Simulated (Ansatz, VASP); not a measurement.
## Two plane-wave programs on Mo

```
Mo
1.0
     4.47010    0.00000    0.00000
    -2.23505    3.87122    0.00000
     0.00000    0.00000   17.82490
Mo
3
Direct
  0.16667 0.33333 0.44881
  0.50000 0.00000 0.50000
  0.83333 0.66667 0.55119
```

Alike in both runs: task single point; functional PBE; k mesh 10 × 10 × 1; occupations fermi-dirac, width 0.1 eV; no spin polarisation.

|  | VASP | Ansatz |
| --- | --- | --- |
| version | VASP 6.6.1 | Ansatz 0.2.0 |
| potentials or method | VASP PAW PBE potentials, release 64 (Mo_sv) | PAW with Ansatz's default frozen-core files, scalar-relativistic |
| plane-wave cutoff (eV) | 520 | 420 |
| valence electrons in the cell | 42 | 42 |

|  | VASP | Ansatz | Ansatz less VASP |
| --- | --- | --- | --- |
| rms of the force components (eV/Å) | 1.118 | 1.124 | +0.0063 |

Atom by atom the forces differ by 0.006 eV/Å (rms over components).
